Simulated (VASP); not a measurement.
Crystal: Mg2O.

```
CELL_PARAMETERS angstrom
3.13232 0.00000 0.00000
0.00000 3.13232 0.00000
0.00000 0.00000 4.50909
ATOMIC_POSITIONS crystal
Mg 0.50000 0.50000 0.74002
Mg 0.50000 0.50000 0.25998
O 0.00000 0.00000 0.00000
```

The cell was built from a structure type or drawn by symmetry, and may not be a known phase.

```yaml
Program: VASP 6.6.1
Task: relaxation of cell and atoms
Functional: PBE
Potentials_or_basis: VASP PAW PBE potentials, release 64 (Mg, O)
Cutoff: 600 eV
k_mesh: 6 × 6 × 4
Occupations: gaussian, width 0.2 eV
Spin: no spin polarisation
```

At the start: pressure 6.6 GPa; volume 14.75 Å³/atom.

**Question.** Where does the relaxation end?

**Answer.** Over 9 steps the energy falls by 745.5 meV/atom and the volume is 14.06 Å³/atom (-4.6 %); space group P4/mmm (No. 123, to 0.1 Å) before and after.

The path:
```csv
step,energy change (eV),largest force (eV/Å),pressure (GPa),volume (Å³)
1,0.0000,2.6550,6.60,44.24
2,-2.1130,0.5382,-4.31,46.50
3,-2.1385,0.6025,-4.51,46.35
4,-2.1402,0.6023,-4.50,46.37
5,-2.2148,0.2086,-1.71,43.67
6,-2.2164,0.1445,-1.17,43.26
7,-2.2349,0.1583,0.28,42.17
8,-2.2351,0.1554,0.50,42.02
9,-2.2365,0.0260,0.01,42.18
```

Final structure:
```xyz
3
Lattice="2.8001 0.0000 0.0000 0.0000 2.8001 0.0000 0.0000 0.0000 5.3803" Properties=species:S:1:pos:R:3 pbc="T T T"
Mg    1.4000    1.4000    4.0678
Mg    1.4000    1.4000    1.3126
O     0.0000    0.0000    0.0000
```

Caveat: a cell axis changed by over 15 % at a fixed basis, so the end point is rough.
